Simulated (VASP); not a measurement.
# BO: relaxation of cell and atoms with PBE

BO:

```xyz
6
Lattice="3.8586 0.0000 0.0000 -1.9293 3.3417 0.0000 0.0000 0.0000 3.1132" Properties=species:S:1:pos:R:3 pbc="T T T"
B     1.9293    0.0000    0.0000
B     0.9647    1.6708    0.0000
B    -0.9647    1.6708    0.0000
O     0.0000    0.0000    0.0000
O     0.0000    2.2278    1.5566
O     1.9293    1.1139    1.5566
```

| Quantity | Value |
| --- | --- |
| Program | VASP 6.6.1 |
| Task | relaxation of cell and atoms |
| Functional | PBE |
| Potentials or basis | VASP PAW PBE potentials, release 64 (B, O) |
| Cutoff | 600 eV |
| k mesh | 6 × 6 × 6 |
| Occupations | gaussian, width 0.1 eV |
| Spin | no spin polarisation |
| Dipole correction | no |
| Further INCAR settings | ALGO = Normal; EDIFF = 1e-06; IBRION = 2; EDIFFG = -0.04; NSW = 90; ISIF = 3 |

The relaxed volume is 7.17 Å³/atom. The relaxed cell is a = 4.069 Å, b = 4.069 Å, c = 3.002 Å, α = 90.00°, β = 90.00°, γ = 120.00°, the space group after relaxing (to 0.1 Å) is P6/mmm (No. 191) and the energy gained by relaxing is 76.2 meV/atom. The ionic steps are 5, the pressure after relaxing is -0.5 GPa and the band gap on the k mesh is zero (an odd number of electrons rules out a gap without spin polarisation).

Stress tensor (GPa, compression positive):
```
-0.79  0.00  0.00
 0.00 -0.79  0.00
 0.00  0.00  0.02
```

Step by step:
```
step  energy change (eV)  largest force (eV/Å)  pressure (GPa)  volume (Å³)
   1              0.0000                0.0000           16.95        40.14
   2             -0.4281                0.0000           -6.48        44.30
   3             -0.4348                0.0000           -4.30        43.77
   4             -0.4542                0.0000            1.01        42.79
   5             -0.4572                0.0000           -0.52        43.04
```

Final structure:
```
CELL_PARAMETERS angstrom
4.06892 0.00000 0.00000
-2.03446 3.52378 0.00000
0.00000 0.00000 3.00214
ATOMIC_POSITIONS crystal
B 0.50000 0.00000 0.00000
B 0.50000 0.50000 0.00000
B 0.00000 0.50000 0.00000
O 0.00000 0.00000 0.00000
O 0.33333 0.66667 0.50000
O 0.66667 0.33333 0.50000
```

Levels at points of the mesh, in eV from the Fermi level:
```
           k point  band 11  band 12  band 13  band 14  band 15  band 16  band 17
(0.00, 0.00, 0.00)    -3.35    -2.45    -2.45    -1.94     3.89     3.89     4.19
(0.50, 0.00, 0.00)    -4.10    -3.65    -2.28    -0.93     1.47     3.88     4.07
(0.00, 0.00, 0.50)    -3.33    -3.33    -1.21    -1.21     2.67     3.92     4.01
(0.50, 0.00, 0.50)    -2.79    -2.54    -1.71     1.70     2.32     3.21     3.97
```

Wall time 85 s on 1 thread of Intel(R) Xeon(R) Platinum 8488C (Sapphire Rapids) (shared host), peak memory 0.17 GiB.

Caveat: an odd number of electrons without spin polarisation forces a metal; a magnetic or distorted state may lie lower.
